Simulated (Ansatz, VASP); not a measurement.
Cd4SeS3: VASP beside Ansatz

```xyz
8
Lattice="4.2418 0.0000 0.0000 0.0000 4.2418 0.0000 0.0000 0.0000 11.9615" Properties=species:S:1:pos:R:3 pbc="T T T"
Cd    2.1209    0.0000    7.4354
Cd    0.0000    2.1209   10.3535
Cd    2.1209    0.0000    1.6080
Cd    0.0000    2.1209    4.5261
Se    0.0000    0.0000    0.0000
S     2.1209    2.1209    3.0689
S     0.0000    0.0000    5.9807
S     2.1209    2.1209    8.8926
```

Alike in both runs: functional PBE; k mesh 6 × 6 × 4; occupations gaussian, width 0.02 eV; no spin polarisation.

Ansatz relaxed the structure, and its values are those at the end. VASP's run is a single point on that final structure, the one shown.

```csv
,VASP,Ansatz
version,VASP 6.6.1,Ansatz 0.2.0
potentials or method,"VASP PAW PBE potentials, release 64 (Cd, Se, S), cutoff 520 eV","scalar-relativistic, plane waves, PAW"
valence electrons in the cell,72,114
```

Ansatz gave:

| Quantity | Value |
| --- | --- |
| gap on the k mesh at the Fermi level (eV) | 0.84 |
| least direct gap on the mesh (eV) | 0.84 |
| pressure (GPa) | 0.0 |

**Question.** Which values does VASP return?

**Answer.** gap on the k mesh at the Fermi level (eV): 0.84; least direct gap on the mesh (eV): 0.84; pressure (GPa): 0.3.

VASP's potentials hold 72 valence electrons a cell and Ansatz's 114, so a difference there can come from the potentials and not from the codes.
